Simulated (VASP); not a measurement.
# Ti3Br (Fm-3m) in VASP: single point with PBE

Aim: the single point of Ti3Br with PBE.

Everything below comes from runs of VASP 6.6.1. Logs are shortened: lines on timing, memory, paths and dates and some standing lists are left out, and cuts for length are marked.

## (1) The cell of the first run

The structure is cubic, space group Fm-3m (No. 225). Conventional cell: a = 6.533 Å, b = 6.533 Å, c = 6.533 Å, α = 90.00°, β = 90.00°, γ = 90.00°. Ti (site symmetry -43m) has 10 Ti at 2.83 to 3.27 Å and 4 Br at 2.83 Å within 3.7 Å. Ti (site symmetry m-3m) has 8 Ti at 2.83 Å and 6 Br at 3.27 Å within 3.7 Å. Within 3.7 Å of Br (site symmetry m-3m) lie 14 Ti at 2.83 to 3.27 Å.

## (2) Single point, PBE

INCAR

```
SYSTEM = Ti3Br
ALGO = Normal ; EDIFF = 1E-6
ENCUT = 520 ; GGA = PE
ISIF = 2 ; ISMEAR = 0
LASPH = .True. ; LCHARG = .True.
LELF = .True. ; LREAL = .False.
LVHAR = .True. ; LWAVE = .False.
NBANDS = 53 ; NELM = 60
PREC = Accurate ; SIGMA = 0.2
```

KPOINTS

```
k-points
0
Gamma
  6 6 6
  0 0 0
```

POSCAR

```
Ti3Br
1.0
   -3.2666101555      0.0000000000     -3.2666101555
   -3.2666101555     -3.2666101555      0.0000000000
   -6.5332203110      3.2666101555      3.2666101555
Ti Br
6 2
Direct
    0.8750000000      0.8750000000      0.3750000000
    0.3750000000      0.3750000000      0.8750000000
    0.6250000000      0.6250000000      0.1250000000
    0.1250000000      0.1250000000      0.6250000000
    0.2500000000      0.2500000000      0.2500000000
    0.7500000000      0.7500000000      0.7500000000
    0.5000000000      0.5000000000      0.5000000000
    1.0000000000      1.0000000000      0.0000000000
```

Potentials or basis: VASP PAW PBE potentials, release 64 (Ti_sv, Br).

Started as:

```bash
$ cat potpaw_PBE.64/Ti_sv/POTCAR potpaw_PBE.64/Br/POTCAR > POTCAR
$ mpirun -np 1 vasp_std > vasp.out
```

OUTCAR:

```text
SYSTEM = Ti3Br
   EDIFF = 1E-6
   ENCUT = 520
   GGA = PE
   ISIF = 2
   ISMEAR = 0
   LASPH = .True.
   LREAL = .False.
   NELM = 60
   PREC = Accurate

 ion  position               nearest neighbor table
   1  0.875  0.875  0.375-   7 2.83   7 2.83   5 2.83   6 2.83   7 2.83   8 2.83   5 2.83   5 2.83

   2  0.375  0.375  0.875-   8 2.83   8 2.83   5 2.83   6 2.83   7 2.83   8 2.83   6 2.83   6 2.83

   3  0.625  0.625  0.125-   5 2.83   5 2.83   5 2.83   6 2.83   7 2.83   8 2.83   8 2.83   8 2.83

   4  0.125  0.125  0.625-   6 2.83   6 2.83   5 2.83   6 2.83   7 2.83   8 2.83   7 2.83   7 2.83

   5  0.250  0.250  0.250-   1 2.83   1 2.83   1 2.83   2 2.83   3 2.83   4 2.83   3 2.83   3 2.83

   6  0.750  0.750  0.750-   2 2.83   2 2.83   1 2.83   2 2.83   3 2.83   4 2.83   4 2.83   4 2.83

   7  0.500  0.500  0.500-   4 2.83   4 2.83   1 2.83   2 2.83   3 2.83   4 2.83   1 2.83   1 2.83

   8  0.000  0.000  0.000-   3 2.83   3 2.83   1 2.83   2 2.83   3 2.83   4 2.83   2 2.83   2 2.83

  LATTYP: Found a trigonal (rhomboedric) cell.
 ALAT       =     8.0015280696
 COS(alpha) =     0.8333333333

  Lattice vectors:

 A1 = (  -3.2666101555,   3.2666101555,   6.5332203110)
 A2 = (  -3.2666101555,   6.5332203110,   3.2666101555)
 A3 = (  -6.5332203110,   3.2666101555,   3.2666101555)

Analysis of symmetry for initial positions (statically):
=====================================================================
 Subroutine PRICEL returns following result:

  LATTYP: Found a face centered cubic cell.
 ALAT       =     6.5332203110

  Lattice vectors:

 A1 = (   3.2666101555,   0.0000000000,  -3.2666101555)
 A2 = (   0.0000000000,   3.2666101555,  -3.2666101555)
 A3 = (   3.2666101555,   3.2666101555,   0.0000000000)

   2 primitive cells build up your supercell.

 Routine SETGRP: Setting up the symmetry group for a
 trigonal (rhombohedral) supercell.

 Subroutine GETGRP returns: Found 12 space group operations
 (whereof 12 operations were pure point group operations)
 out of a pool of 12 trial point group operations.

The static configuration has the point symmetry D_3d.

Analysis of symmetry for dynamics (positions and initial velocities):
=====================================================================
 Subroutine PRICEL returns following result:

  LATTYP: Found a face centered cubic cell.
 ALAT       =     6.5332203110

  Lattice vectors:

 A1 = (   3.2666101555,   0.0000000000,  -3.2666101555)
 A2 = (   0.0000000000,   3.2666101555,  -3.2666101555)
 A3 = (   3.2666101555,   3.2666101555,   0.0000000000)

   2 primitive cells build up your supercell.

 Routine SETGRP: Setting up the symmetry group for a
 trigonal (rhombohedral) supercell.

 Subroutine GETGRP returns: Found 12 space group operations
 (whereof 12 operations were pure point group operations)
 out of a pool of 12 trial point group operations.

The dynamic configuration has the point symmetry D_3d.

 Subroutine INISYM returns: Found 12 space group operations
 (whereof 12 operations are pure point group operations),
 and found     2 'primitive' translations

----------------------------------------------------------------------------------------

                                     Primitive cell

  volume of cell :      69.7143

  direct lattice vectors                    reciprocal lattice vectors
     3.266610156  0.000000000 -3.266610156     0.153063872 -0.153063872 -0.153063872
     0.000000000  3.266610156 -3.266610156    -0.153063872  0.153063872 -0.153063872
     3.266610156  3.266610156  0.000000000     0.153063872  0.153063872  0.153063872

  length of vectors
     4.619684385  4.619684385  4.619684385     0.265114404  0.265114404  0.265114404

  position of ions in fractional coordinates (direct lattice)
     0.250000000  0.250000000  0.250000000
     0.750000000  0.750000000  0.750000000
     0.500000000  0.500000000  0.500000000
     0.000000000  0.000000000  0.000000000

  ion indices of the primitive-cell ions
   primitive index   ion index
                 1           1
                 2           3
                 3           6
                 4           8

----------------------------------------------------------------------------------------

 KPOINTS: k-points

Automatic generation of k-mesh.
 Grid dimensions read from file:
 generate k-points for:    6    6    6

 Generating k-lattice:

  Cartesian coordinates                     Fractional coordinates (reciprocal lattice)
    -0.012755323  0.012755323 -0.038265968     0.166666667  0.000000000  0.000000000
    -0.012755323 -0.038265968  0.012755323     0.000000000  0.166666667  0.000000000
    -0.012755323  0.012755323  0.012755323     0.000000000  0.000000000  0.166666667

  Length of vectors
     0.042304619  0.042304619  0.022092867

  Shift w.r.t. Gamma in fractional coordinates (k-lattice)
     0.000000000  0.000000000  0.000000000

 Subroutine IBZKPT returns following result:
 ===========================================

 Found     32 irreducible k-points:

 Following reciprocal coordinates:
            Coordinates               Weight
  0.000000  0.000000  0.000000      1.000000
  0.166667  0.000000 -0.000000      6.000000
  0.333333  0.000000  0.000000      6.000000
  0.500000  0.000000  0.000000      3.000000
  0.166667  0.166667 -0.000000      6.000000
  0.333333  0.166667  0.000000     12.000000
[... 16 lines left out ...]
 -0.166667  0.500000  0.166667     12.000000
 -0.333333 -0.333333  0.166667      6.000000
 [... further k-points ...]
   k-points           NKPTS =     32   k-points in BZ     NKDIM =     32   number of bands    NBANDS=     53
   number of dos      NEDOS =    301   number of ions     NIONS =      8
   total plane-waves  NPLWV =  77760
   dimension x,y,z NGX =    36 NGY =   36 NGZ =   60
   dimension x,y,z NGXF=    72 NGYF=   72 NGZF=  120
   ions per type =               6   2
   NGX,Y,Z   is equivalent  to a cutoff of  12.96, 12.96, 12.47 a.u.
   NGXF,Y,Z  is equivalent  to a cutoff of  25.91, 25.91, 24.93 a.u.
 SYSTEM =  Ti3Br
   PREC   = accura    normal or accurate (medium, high low for compatibility)
   ISTART =      0    job   : 0-new  1-cont  2-samecut
   ICHARG =      2    charge: 1-file 2-atom 10-const
   ISPIN  =      1    spin polarized calculation?
   LNONCOLLINEAR =      F non collinear calculations
   LSORBIT =      F    spin-orbit coupling
   LASPH  =      T    aspherical Exc in radial PAW
   ENCUT  =  520.0 eV  38.22 Ry    6.18 a.u.   8.59  8.59 14.88*2*pi/ulx,y,z
   NELM   =     60;   NELMIN=  2; NELMDL= -5     # of ELM steps
   EDIFF  = 0.1E-05   stopping-criterion for ELM
   LREAL  =      F    real-space projection
   EDIFFG = 0.1E-04   stopping-criterion for IOM
   NSW    =      0    number of steps for IOM
   IBRION =     -1    ionic relax: 0-MD 1-quasi-New 2-CG
   NFREE  =      0    steps in history (QN), initial steepest desc. (CG)
   ISIF   =      2    stress and relaxation
   ISYM   =      2    0-nonsym 1-usesym 2-fastsym
   POTIM  = 0.5000    time-step for ionic-motion
   TEBEG  =    0.0;   TEEND  =   0.0 temperature during run
   PSTRESS=    0.0 pullay stress
   NELECT =      86.0000    total number of electrons
   NUPDOWN=      -1.0000    fix difference up-down
   EMIN   =  10.00;   EMAX   =-10.00  energy-range for DOS
   EFERMI =   0.00;   METHOD = LEGACY
   ISMEAR =     0;   SIGMA  =   0.20  broadening in eV -4-tet -1-fermi 0-gaus
   EFERMI_NEDOS =   21; number of points for ismear=-14 and -15
   IALGO  =     38    algorithm
   IMIX   =      4    mixing-type and parameters
     AMIX     =   0.40;   BMIX     =  1.00
     AMIX_MAG =   1.60;   BMIX_MAG =  1.00
  volume/ion in A,a.u.               =      17.43       117.61
  Fermi-wavevector in a.u.,A,eV,Ry     =   1.393554  2.633434 26.422400  1.941992
  Thomas-Fermi vector in A             =   2.517188
   LORBIT       =      0    0 simple, 1 ext, 2 COOP (PROOUT), +10 PAW based schemes
   GGA     = PE    functional components
   LHFCALC =     F    Hartree Fock is set to
   AEXX    =    0.0000 exact exchange contribution
   IVDW    =     0    specifies the selected vdW correction
   LEPSILON=     F    determine dielectric tensor
   LRPA    =     F    only Hartree local field effects (RPA)
 non-spin polarized calculation
 Gauss-broadening in eV      SIGMA  =   0.20
  energy-cutoff  :      520.00
  volume of cell :      139.43
 maximum number of plane-waves:      3785
 NGX is ok and might be reduce to    36
   NGX = 17   NGY = 17   NGZ = 29

 number of electron      85.9999994 magnetization

 Free energy of the ion-electron system (eV)
  ---------------------------------------------------
  ext. energy  EPLUGINS =         0.00000000
  ---------------------------------------------------
  free energy    TOTEN  =       -46.67053573 eV

  energy without entropy =      -46.41614641  energy(sigma->0) =      -46.54334107

 E-fermi :   8.7278     XC(G=0): -11.4166

 val. band max:        8.7229284753   @ k =  -0.3333   0.3333   0.0000
 cond. band min:       8.7406272016   @ k =   0.5000   0.3333   0.1667
 fundamental gap:      0.0176987263
 Fermi energy:         8.7277653677

 k-point     1 :       0.0000    0.0000    0.0000
  band No.  band energies     occupation
      1     -48.0427      2.00000
      2     -48.0191      2.00000
      3     -48.0163      2.00000
      4     -48.0010      2.00000
      5     -47.4713      2.00000
      6     -47.4627      2.00000
[... 45 lines left out ...]
     52      10.1649      0.00000
     53      10.1650      0.00000

 k-point     2 :       0.1667    0.0000   -0.0000
  band No.  band energies     occupation
      1     -48.0390      2.00000
      2     -48.0188      2.00000
      3     -48.0156      2.00000
      4     -48.0028      2.00000
      5     -47.4722      2.00000
      6     -47.4646      2.00000
[... 45 lines left out ...]
     52      10.3361      0.00000
     53      10.4307      0.00000

 k-point     3 :       0.3333    0.0000    0.0000
  band No.  band energies     occupation
      1     -48.0301      2.00000
      2     -48.0169      2.00000
      3     -48.0162      2.00000
      4     -48.0074      2.00000
      5     -47.4735      2.00000
      6     -47.4691      2.00000
[... 45 lines left out ...]
     52      10.3117      0.00000
     53      10.8204      0.00000
[... 1065 lines left out ...]
 k-point    23 :      -0.1667    0.5000    0.1667
  band No.  band energies     occupation
      1     -48.0226      2.00000
      2     -48.0186      2.00000
      3     -48.0153      2.00000
      4     -48.0113      2.00000
      5     -47.4728      2.00000
      6     -47.4728      2.00000
[... 45 lines left out ...]
     52      10.2460      0.00000
     53      10.4241      0.00000

 k-point    24 :      -0.3333   -0.3333    0.1667
  band No.  band energies     occupation
      1     -48.0265      2.00000
      2     -48.0242      2.00000
      3     -48.0102      2.00000
      4     -48.0099      2.00000
      5     -47.4726      2.00000
      6     -47.4700      2.00000
[... 45 lines left out ...]
     52      10.2196      0.00000
     53      10.4759      0.00000

 [... further k-points ...]
[... 5 lines left out ...]
  --------------------------------------------------------------------------------------
  -------------------------------------------------------------------------------------
  Total        0.0173632      0.0173632      0.0173632      0.0041779     -0.0041779      0.0041779
  in kB        0.1995205      0.1995205      0.1995205      0.0480079     -0.0480079      0.0480079
  external PRESSURE =       0.1995205 kB  Pullay stress =       0.0000000 kB

 VOLUME and BASIS-vectors are now :
 -----------------------------------------------------------------------------
  energy-cutoff  :      520.00
  volume of cell :      139.43
      direct lattice vectors                 reciprocal lattice vectors
    -3.266610156  0.000000000 -3.266610156    -0.076531936  0.076531936 -0.229595809
    -3.266610156 -3.266610156  0.000000000    -0.076531936 -0.229595809  0.076531936
    -6.533220311  3.266610156  3.266610156    -0.076531936  0.076531936  0.076531936

 POSITION                                       TOTAL-FORCE (eV/Angst)
 -----------------------------------------------------------------------------------
     -8.16653     -1.63331     -1.63331         0.005263     -0.005263     -0.005263
     -8.16653      1.63331      1.63331         0.005263     -0.005263     -0.005263
     -4.89992     -1.63331     -1.63331        -0.005263      0.005263      0.005263
     -4.89992      1.63331      1.63331        -0.005263      0.005263      0.005263
     -3.26661      0.00000      0.00000         0.000000     -0.000000      0.000000
     -9.79983      0.00000      0.00000         0.000000     -0.000000      0.000000
     -6.53322      0.00000      0.00000         0.000000     -0.000000      0.000000
      0.00000      0.00000      0.00000         0.000000     -0.000000      0.000000
 -----------------------------------------------------------------------------------
    total drift:                               -0.000000      0.000000     -0.000000

  FREE ENERGIE OF THE ION-ELECTRON SYSTEM (eV)
  ---------------------------------------------------
  free  energy   TOTEN  =       -46.6705357308 eV

  energy  without entropy=      -46.4161464133  energy(sigma->0) =      -46.54334107
```

It took 5.4 min on 1 thread of Oxide Virtual Turin-like, shared host; peak memory 0.33 GiB.

What came out:

```
Free energy            : -46.6705 eV
Pressure               : 0.0 GPa
Band gap on the k mesh : zero (band 43 reaches 8.91 eV, above the bottom of band 44 at 8.36 eV)
```
